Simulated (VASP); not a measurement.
Input of a VASP 6.6.1 run:

File POSCAR:

```
PbI2
1.0
    4.5657259784      0.0000000000      0.0000000000
   -2.2828629892      3.9540346840      0.0000000000
    0.0000000000      0.0000000000      7.0410821984
Pb I
1 2
Direct
    0.0000000000      0.0000000000      0.0000000000
    0.3333333333      0.6666666667      0.2667794177
    0.6666666667      0.3333333333      0.7332205823
```

Contents of INCAR.step1:

```
SYSTEM = PbI2
PREC = Accurate
ENCUT = 550
ISMEAR = -1
SIGMA = 0.02
LREAL = .FALSE.
LASPH = .TRUE.
NELM = 120
NBANDS = 21
GGA = PE
ALGO = Normal
EDIFF = 1E-5
LWAVE = .TRUE.
LCHARG = .FALSE.
GGA_COMPAT = .FALSE.
```

INCAR.step2

```
SYSTEM = PbI2
PREC = Accurate
ENCUT = 550
EDIFF = 1E-6
ISMEAR = -1
SIGMA = 0.02
LREAL = .FALSE.
LASPH = .TRUE.
NELM = 120
ALGO = Normal
ISIF = 2
LWAVE = .FALSE.
LCHARG = .FALSE.
METAGGA = R2SCAN
LMIXTAU = .TRUE.
LUSE_VDW = .TRUE.
IVDW_NL = 2
BPARAM = 11.95
CPARAM = 0.0093
NBANDS = 21
ISTART = 1
GGA_COMPAT = .FALSE.
```

KPOINTS

```
regular mesh
0
G
  6 6 4
  0 0 0
```

Potentials or basis: VASP PAW PBE potentials, release 64 (Pb_d, I).

The run is started by

```sh
$ cat potpaw_PBE.64/Pb_d/POTCAR potpaw_PBE.64/I/POTCAR > POTCAR
$ cp INCAR.step1 INCAR
$ mpirun -np 1 vasp_std > vasp.out
$ cp INCAR.step2 INCAR
$ mpirun -np 1 vasp_std > vasp.out
```

(1) Predict the pressure.

(2) What does it give for the band gap on the k mesh?

Answers

(1) 0.1 GPa.

(2) 2.58 eV.

Caveat: the PAW data sets were made with another functional, which shifts forces and pressure a little; spin-orbit coupling is left out, which moves the levels of the heavy elements.
